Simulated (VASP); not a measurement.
# Al (Im-3m) in VASP: a series of runs

The runs below take Al through single point, relaxation of cell and atoms, with LDA.

Program: VASP 6.6.1. These are calculated values, not measurements. Logs are shortened: lines on timing, memory, paths and dates and some standing lists are left out, and cuts for length are marked.

### Step 1. The cell of the first run

It takes space group Im-3m (No. 229, cubic). The conventional cell has a = 3.187 Å, b = 3.187 Å, c = 3.187 Å, α = 90.00°, β = 90.00°, γ = 90.00°. Within 3.6 Å of Al (site symmetry m-3m) lie 14 Al at 2.76 to 3.19 Å.

This isn't the form of Al at room conditions, which is fcc.

### Step 2. Single point, LDA

INCAR reads:

```
SYSTEM = Al
PREC     = Accurate       ! precision mode
ENCUT    = 500            ! plane-wave cutoff, eV
EDIFF    = 1E-6           ! SCF threshold, eV
ISMEAR   = 1              ! smearing method
SIGMA    = 0.05           ! smearing width, eV
LREAL    = .False.        ! projectors in reciprocal space
LASPH    = .True.         ! aspherical terms in the spheres
NELM     = 120            ! most SCF steps
ALGO     = Normal         ! electronic algorithm
ISIF     = 2              ! what is computed and relaxed
LWAVE    = .False.        ! write WAVECAR
LCHARG   = .True.         ! write CHGCAR
LELF     = .True.         ! ELF
LVHAR    = .True.       
NBANDS   = 10             ! bands
GGA_COMPAT= .False.
```

KPOINTS reads:

```
Automatic mesh
0
Gamma
  13 13 13
  0 0 0
```

POSCAR reads:

```
Al
1.0
    3.1873581374      0.0000000000      0.0000000000
    0.0000000000      3.1873581374      0.0000000000
    0.0000000000      0.0000000000      3.1873581374
Al
2
Direct
    0.0000000000      0.0000000000      0.0000000000
    0.5000000000      0.5000000000      0.5000000000
```

Potentials or basis: VASP PAW LDA potentials, release 64 (Al).

Run with:

```console
$ cat potpaw_LDA.64/Al/POTCAR > POTCAR
$ mpirun -np 1 vasp_std > vasp.out
```

OUTCAR:

```text
SYSTEM = Al
   PREC = Accurate
   ENCUT = 500
   EDIFF = 1E-6
   ISMEAR = 1
   LREAL = .False.
   LASPH = .True.
   NELM = 120
   ISIF = 2

 ion  position               nearest neighbor table
   1  0.000  0.000  0.000-   2 2.76   2 2.76   2 2.76   2 2.76   2 2.76   2 2.76   2 2.76   2 2.76

   2  0.500  0.500  0.500-   1 2.76   1 2.76   1 2.76   1 2.76   1 2.76   1 2.76   1 2.76   1 2.76

  LATTYP: Found a simple cubic cell.
 ALAT       =     3.1873581374

  Lattice vectors:

 A1 = (   3.1873581374,   0.0000000000,   0.0000000000)
 A2 = (   0.0000000000,   3.1873581374,   0.0000000000)
 A3 = (   0.0000000000,   0.0000000000,   3.1873581374)

Analysis of symmetry for initial positions (statically):
=====================================================================
 Subroutine PRICEL returns following result:

  LATTYP: Found a body centered cubic cell.
 ALAT       =     3.1873581374

  Lattice vectors:

 A1 = (   1.5936790687,   1.5936790687,  -1.5936790687)
 A2 = (  -1.5936790687,   1.5936790687,   1.5936790687)
 A3 = (   1.5936790687,  -1.5936790687,   1.5936790687)

   2 primitive cells build up your supercell.

 Routine SETGRP: Setting up the symmetry group for a
 simple cubic supercell.

 Subroutine GETGRP returns: Found 48 space group operations
 (whereof 48 operations were pure point group operations)
 out of a pool of 48 trial point group operations.

The static configuration has the point symmetry O_h .

Analysis of symmetry for dynamics (positions and initial velocities):
=====================================================================
 Subroutine PRICEL returns following result:

  LATTYP: Found a body centered cubic cell.
 ALAT       =     3.1873581374

  Lattice vectors:

 A1 = (   1.5936790687,   1.5936790687,  -1.5936790687)
 A2 = (  -1.5936790687,   1.5936790687,   1.5936790687)
 A3 = (   1.5936790687,  -1.5936790687,   1.5936790687)

   2 primitive cells build up your supercell.

 Routine SETGRP: Setting up the symmetry group for a
 simple cubic supercell.

 Subroutine GETGRP returns: Found 48 space group operations
 (whereof 48 operations were pure point group operations)
 out of a pool of 48 trial point group operations.

The dynamic configuration has the point symmetry O_h .

 Subroutine INISYM returns: Found 48 space group operations
 (whereof 48 operations are pure point group operations),
 and found     2 'primitive' translations

----------------------------------------------------------------------------------------

                                     Primitive cell

  volume of cell :      16.1906

  direct lattice vectors                    reciprocal lattice vectors
     1.593679069  1.593679069 -1.593679069     0.313739453  0.313739453  0.000000000
    -1.593679069  1.593679069  1.593679069     0.000000000  0.313739453  0.313739453
     1.593679069 -1.593679069  1.593679069     0.313739453  0.000000000  0.313739453

  length of vectors
     2.760333118  2.760333118  2.760333118     0.443694590  0.443694590  0.443694590

  position of ions in fractional coordinates (direct lattice)
     0.000000000  0.000000000  0.000000000

  ion indices of the primitive-cell ions
   primitive index   ion index
                 1           1

----------------------------------------------------------------------------------------

 KPOINTS: Automatic mesh

Automatic generation of k-mesh.
 Grid dimensions read from file:
 generate k-points for:   13   13   13

 Generating k-lattice:

  Cartesian coordinates                     Fractional coordinates (reciprocal lattice)
     0.024133804  0.000000000  0.000000000     0.076923077  0.000000000  0.000000000
     0.000000000  0.024133804  0.000000000     0.000000000  0.076923077  0.000000000
     0.000000000  0.000000000  0.024133804     0.000000000  0.000000000  0.076923077

  Length of vectors
     0.024133804  0.024133804  0.024133804

  Shift w.r.t. Gamma in fractional coordinates (k-lattice)
     0.000000000  0.000000000  0.000000000

 Subroutine IBZKPT returns following result:
 ===========================================

 Found     84 irreducible k-points:

 Following reciprocal coordinates:
            Coordinates               Weight
  0.000000  0.000000  0.000000      1.000000
  0.076923  0.000000  0.000000      6.000000
  0.153846  0.000000  0.000000      6.000000
  0.230769  0.000000  0.000000      6.000000
  0.307692  0.000000  0.000000      6.000000
  0.384615  0.000000  0.000000      6.000000
[... 16 lines left out ...]
  0.307692  0.307692  0.000000     12.000000
  0.384615  0.307692  0.000000     24.000000
 [... further k-points ...]
   k-points           NKPTS =     84   k-points in BZ     NKDIM =     84   number of bands    NBANDS=     10
   number of dos      NEDOS =    301   number of ions     NIONS =      2
   total plane-waves  NPLWV =  13824
   dimension x,y,z NGX =    24 NGY =   24 NGZ =   24
   dimension x,y,z NGXF=    48 NGYF=   48 NGZF=   48
   ions per type =               2
   NGX,Y,Z   is equivalent  to a cutoff of  12.52, 12.52, 12.52 a.u.
   NGXF,Y,Z  is equivalent  to a cutoff of  25.04, 25.04, 25.04 a.u.
 SYSTEM =  Al
   PREC   = accura    normal or accurate (medium, high low for compatibility)
   ISTART =      0    job   : 0-new  1-cont  2-samecut
   ICHARG =      2    charge: 1-file 2-atom 10-const
   ISPIN  =      1    spin polarized calculation?
   LNONCOLLINEAR =      F non collinear calculations
   LSORBIT =      F    spin-orbit coupling
   LASPH  =      T    aspherical Exc in radial PAW
   ENCUT  =  500.0 eV  36.75 Ry    6.06 a.u.   5.81  5.81  5.81*2*pi/ulx,y,z
   NELM   =    120;   NELMIN=  2; NELMDL= -5     # of ELM steps
   EDIFF  = 0.1E-05   stopping-criterion for ELM
   LREAL  =      F    real-space projection
   EDIFFG = 0.1E-04   stopping-criterion for IOM
   NSW    =      0    number of steps for IOM
   IBRION =     -1    ionic relax: 0-MD 1-quasi-New 2-CG
   NFREE  =      0    steps in history (QN), initial steepest desc. (CG)
   ISIF   =      2    stress and relaxation
   ISYM   =      2    0-nonsym 1-usesym 2-fastsym
   POTIM  = 0.5000    time-step for ionic-motion
   TEBEG  =    0.0;   TEEND  =   0.0 temperature during run
   PSTRESS=    0.0 pullay stress
   NELECT =       6.0000    total number of electrons
   NUPDOWN=      -1.0000    fix difference up-down
   EMIN   =  10.00;   EMAX   =-10.00  energy-range for DOS
   EFERMI =   0.00;   METHOD = LEGACY
   ISMEAR =     1;   SIGMA  =   0.05  broadening in eV -4-tet -1-fermi 0-gaus
   EFERMI_NEDOS =   21; number of points for ismear=-14 and -15
   IALGO  =     38    algorithm
   IMIX   =      4    mixing-type and parameters
     AMIX     =   0.40;   BMIX     =  1.00
     AMIX_MAG =   1.60;   BMIX_MAG =  1.00
  volume/ion in A,a.u.               =      16.19       109.26
  Fermi-wavevector in a.u.,A,eV,Ry     =   0.933314  1.763707 11.851692  0.871075
  Thomas-Fermi vector in A             =   2.060003
   LORBIT       =      0    0 simple, 1 ext, 2 COOP (PROOUT), +10 PAW based schemes
   GGA     = CA    functional components
   LHFCALC =     F    Hartree Fock is set to
   AEXX    =    0.0000 exact exchange contribution
   IVDW    =     0    specifies the selected vdW correction
   LEPSILON=     F    determine dielectric tensor
   LRPA    =     F    only Hartree local field effects (RPA)
 non-spin polarized calculation
 Methfessel and Paxton  Order N= 1 SIGMA  =   0.05
  energy-cutoff  :      500.00
  volume of cell :       32.38
 maximum number of plane-waves:       840
 NGX is ok and might be reduce to    24
   NGX = 11   NGY = 11   NGZ = 11

 number of electron       6.0000000 magnetization

 Free energy of the ion-electron system (eV)
  ---------------------------------------------------
  ext. energy  EPLUGINS =         0.00000000
  ---------------------------------------------------
  free energy    TOTEN  =        -8.18907752 eV

  energy without entropy =       -8.18925368  energy(sigma->0) =       -8.18913624

 E-fermi :   8.0761     XC(G=0): -10.4177

 val. band max:        8.0406956307   @ k =   0.4615   0.2308   0.0000
 cond. band min:       8.0943788512   @ k =   0.3077   0.1538   0.0000
 fundamental gap:      0.0536832204
 Fermi energy:         8.0760619817

 k-point     1 :       0.0000    0.0000    0.0000
  band No.  band energies     occupation
      1      -3.2369      2.00000
      2       9.8635      0.00000
      3       9.8635      0.00000
      4       9.8635      0.00000
      5      11.0174      0.00000
      6      11.0174      0.00000
      7      13.5977      0.00000
      8      21.2976      0.00000
      9      21.2976      0.00000
     10      21.2976      0.00000

 k-point     2 :       0.0769    0.0000    0.0000
  band No.  band energies     occupation
      1      -3.1509      2.00000
      2       8.5212     -0.00000
      3       9.9383      0.00000
      4       9.9383      0.00000
      5      11.1038      0.00000
      6      12.0697      0.00000
      7      14.1055      0.00000
      8      20.3156      0.00000
      9      20.3156      0.00000
     10      21.3818      0.00000

 k-point     3 :       0.1538    0.0000    0.0000
  band No.  band energies     occupation
      1      -2.8931      2.00000
      2       6.7718      2.00000
      3      10.1628      0.00000
      4      10.1628      0.00000
      5      11.3628      0.00000
      6      12.8417      0.00000
      7      15.7322      0.00000
      8      18.8097      0.00000
      9      18.8097      0.00000
     10      21.0804      0.00000
[... 248 lines left out ...]
 k-point    23 :       0.3077    0.3077    0.0000
  band No.  band energies     occupation
      1      -0.5099      2.00000
      2       4.6378      2.00000
      3       5.1354      2.00000
      4      10.1183      0.00000
      5      12.2664      0.00000
      6      14.5335      0.00000
      7      17.0094      0.00000
      8      17.3177      0.00000
      9      18.9576      0.00000
     10      20.3716      0.00000

 k-point    24 :       0.3846    0.3077    0.0000
  band No.  band energies     occupation
      1       0.2474      2.00000
      2       3.4694      2.00000
      3       5.6477      2.00000
      4       8.7701     -0.00000
      5      12.9449      0.00000
      6      15.2702      0.00000
      7      15.8791      0.00000
      8      17.8634      0.00000
      9      18.1826      0.00000
     10      20.5069      0.00000

 [... further k-points ...]

------------------------ aborting loop because EDIFF is reached ----------------------------------------

  FORCE on cell =-STRESS in cart. coord.  units (eV):
  Direction    XX          YY          ZZ          XY          YZ          ZX
  --------------------------------------------------------------------------------------
  -------------------------------------------------------------------------------------
  Total        0.0127318      0.0127318      0.0127318     -0.0000000      0.0000000      0.0000000
  in kB        0.6299542      0.6299542      0.6299542     -0.0000000      0.0000000      0.0000000
  external PRESSURE =       0.6299542 kB  Pullay stress =       0.0000000 kB

 VOLUME and BASIS-vectors are now :
 -----------------------------------------------------------------------------
  energy-cutoff  :      500.00
  volume of cell :       32.38
      direct lattice vectors                 reciprocal lattice vectors
     3.187358137  0.000000000  0.000000000     0.313739453  0.000000000  0.000000000
     0.000000000  3.187358137  0.000000000     0.000000000  0.313739453  0.000000000
     0.000000000  0.000000000  3.187358137     0.000000000  0.000000000  0.313739453

 POSITION                                       TOTAL-FORCE (eV/Angst)
 -----------------------------------------------------------------------------------
      0.00000      0.00000      0.00000        -0.000000     -0.000000     -0.000000
      1.59368      1.59368      1.59368         0.000000      0.000000      0.000000
 -----------------------------------------------------------------------------------
    total drift:                               -0.000000     -0.000000      0.000000

  FREE ENERGIE OF THE ION-ELECTRON SYSTEM (eV)
  ---------------------------------------------------
  free  energy   TOTEN  =        -8.1890775156 eV

  energy  without entropy=       -8.1892536840  energy(sigma->0) =       -8.18913624
```

Wall time 12 s (1 thread of Intel Xeon Platinum 8259CL at 2.50GHz (Skylake/Cascade Lake), shared host); peak memory 0.13 GiB.

Results:

| Quantity | Value |
| --- | --- |
| Free energy | -8.1891 eV |
| Pressure | 0.1 GPa |
| Band gap on the k mesh | zero (bands 3 and 4 overlap by 7.56 eV) |

### Step 3. Relaxation of cell and atoms, LDA

This run uses another cell than the first one, of 16.54 Å³/atom.

INCAR reads:

```
SYSTEM = Al
PREC     = Accurate       ! precision mode
ENCUT    = 500            ! plane-wave cutoff, eV
EDIFF    = 1E-7           ! SCF threshold, eV
ISMEAR   = 1              ! smearing method
SIGMA    = 0.05           ! smearing width, eV
LREAL    = .FALSE.        ! projectors in reciprocal space
LASPH    = .TRUE.         ! aspherical terms in the spheres
NELM     = 120            ! most SCF steps
ALGO     = Normal         ! electronic algorithm
ISIF     = 3              ! what is computed and relaxed
LWAVE    = .FALSE.        ! write WAVECAR
LCHARG   = .FALSE.        ! write CHGCAR
GGA      = CA             ! functional
IBRION   = 2              ! ionic algorithm
NSW      = 80             ! ionic steps
EDIFFG   = -0.02          ! ionic threshold
GGA_COMPAT= .FALSE.      
NELMIN   = 4
```

KPOINTS reads:

```
Automatic mesh
0
G
  13 13 13
  0 0 0
```

POSCAR reads:

```
Al
1.0
    3.2100000000      0.0000000000      0.0000000000
    0.0000000000      3.2100000000      0.0000000000
    0.0000000000      0.0000000000      3.2100000000
Al
2
Direct
    0.0000000000      0.0000000000      0.0000000000
    0.5000000000      0.5000000000      0.5000000000
```

Potentials or basis: VASP PAW LDA potentials, release 64 (Al).

Run with:

```console
$ cat potpaw_LDA.64/Al/POTCAR > POTCAR
$ mpirun -np 1 vasp_std > vasp.out
```

It took 18 s on 1 thread of Intel Xeon Platinum 8259CL at 2.50GHz (Skylake/Cascade Lake), shared host; peak memory 0.13 GiB.

Results (log left out):

```yaml
Free_energy: -8.1891 eV
Relaxed_volume: 16.20 Å³/atom
Relaxed_cell: a = 3.188 Å, b = 3.188 Å, c = 3.188 Å, α = 90.00°, β = 90.00°, γ = 90.00°
Space_group_after_relaxing_to_0.1_Å: Im-3m (No. 229)
Energy_gained_by_relaxing: 1.6 meV/atom
Ionic_steps: 3
Pressure_after_relaxing: 0.0 GPa
Band_gap_on_the_k_mesh: zero (bands 3 and 4 overlap by 7.56 eV)
```

The path:
| step | energy change (eV) | largest force (eV/Å) | pressure (GPa) | volume (Å³) |
| --- | --- | --- | --- | --- |
| 1 | 0.0000 | 0.0000 | -1.54 | 33.08 |
| 2 | -0.0032 | 0.0000 | 0.21 | 32.32 |
| 3 | -0.0033 | 0.0000 | 0.00 | 32.41 |

Final structure:
```xyz
2
Lattice="3.1882 0.0000 0.0000 0.0000 3.1882 0.0000 0.0000 0.0000 3.1882" Properties=species:S:1:pos:R:3 pbc="T T T"
Al    0.0000    0.0000    0.0000
Al    1.5941    1.5941    1.5941
```

Levels at points of the mesh, in eV from the Fermi level:
```
           k point  band 1  band 2  band 3  band 4  band 5  band 6  band 7
(0.00, 0.00, 0.00)  -11.31    1.79    1.79    1.79    2.94    2.94    5.51
```

The gap in the log of VASP goes by the Fermi energy; the results here count the filled bands.